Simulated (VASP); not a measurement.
A run of VASP 6.6.1 is set up as follows.

Contents of POSCAR:

```
BeTe
1.0
    0.0000000000      2.8243275181      2.8243275181
    2.8243275181      0.0000000000      2.8243275181
    2.8243275181      2.8243275181      0.0000000000
Te Be
1 1
Direct
    0.7500000000      0.7500000000      0.7500000000
    0.0000000000      0.0000000000      0.0000000000
```

The input INCAR.step1:

```
SYSTEM = BeTe
PREC = Accurate
ENCUT = 520
EDIFF = 1E-5
ISMEAR = -1
SIGMA = 0.05
LREAL = .FALSE.
LASPH = .TRUE.
NELM = 100
ALGO = Normal
ISIF = 2
LWAVE = .TRUE.
NBANDS = 11
GGA = PE
```

The input INCAR.step2:

```
SYSTEM = BeTe
PREC = Accurate
ENCUT = 520
EDIFF = 1E-7
ISMEAR = -1
SIGMA = 0.05
LREAL = .FALSE.
LASPH = .TRUE.
NELM = 100
ALGO = Normal
ISIF = 2
LWAVE = .FALSE.
LCHARG = .TRUE.
GGA = B3
LHFCALC = .TRUE.
AEXX = 0.2
AGGAX = 0.72
AGGAC = 0.81
ALDAC = 0.19
PRECFOCK = Normal
LELF = .TRUE.
LVHAR = .TRUE.
NBANDS = 11
ISTART = 1
```

KPOINTS

```
Automatic mesh
0
G
  4 4 4
  0 0 0
```

Potentials or basis: VASP PAW PBE potentials, release 64 (Te, Be).

Command:

```sh
$ cat potpaw_PBE.64/Te/POTCAR potpaw_PBE.64/Be/POTCAR > POTCAR
$ cp INCAR.step1 INCAR
$ mpirun -np 1 vasp_std > vasp.out
$ cp INCAR.step2 INCAR
$ mpirun -np 1 vasp_std > vasp.out
```

Estimate the band gap on the k mesh.

3.37 eV (least direct gap 5.01 eV).

Estimate the pressure.

2.1 GPa.

Caveat: the k points lie up to 0.48 Å⁻¹ apart; the PAW data sets were made with another functional, which shifts forces and pressure a little; spin-orbit coupling is left out, which moves the levels of the heavy elements. A k mesh can miss the band edges.
